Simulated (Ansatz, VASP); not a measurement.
**Two plane-wave programs on MoH5**

```xyz
6
Lattice="3.3245 0.0000 0.0000 -1.6623 2.8791 0.0000 0.0000 0.0000 2.9903" Properties=species:S:1:pos:R:3 pbc="T T T"
H     0.0000    1.9194    0.0000
H     1.6623    0.9597    0.0000
H     1.6623    0.0000    1.4951
H     0.8311    1.4396    1.4951
H    -0.8311    1.4396    1.4951
Mo    0.0000    0.0000    0.0000
```

Change from the starting cell: species swapped into the ErNi5 type (P6/mmm, No. 191).

Alike in both runs: task relaxation of cell and atoms; functional PBE; k mesh 12 × 12 × 12; occupations gaussian, width 0.1 eV; no spin polarisation.

|  | VASP | Ansatz |
| --- | --- | --- |
| version | VASP 6.6.1 | Ansatz 0.2.0 |
| potentials or method | VASP PAW PBE potentials, release 64 (H, Mo_sv), cutoff 600 eV | scalar-relativistic, plane waves, PAW |
| valence electrons in the cell | 19 | 19 |

|  | VASP | Ansatz | Ansatz less VASP |
| --- | --- | --- | --- |
| gap on the k mesh at the Fermi level, each at its own relaxed structure (eV) | none | none | - |
| relaxed volume (Å³/atom) | 4.77 | 4.77 | +0.002 |
| relaxed cell length with the largest relative difference (Å) | 3.325 | 3.326 | +0.0010 |

A gap of «none» marks a metal or a gap that the smearing closes.

Noted on VASP's run: the relaxation stopped at its first step, so nothing moved.
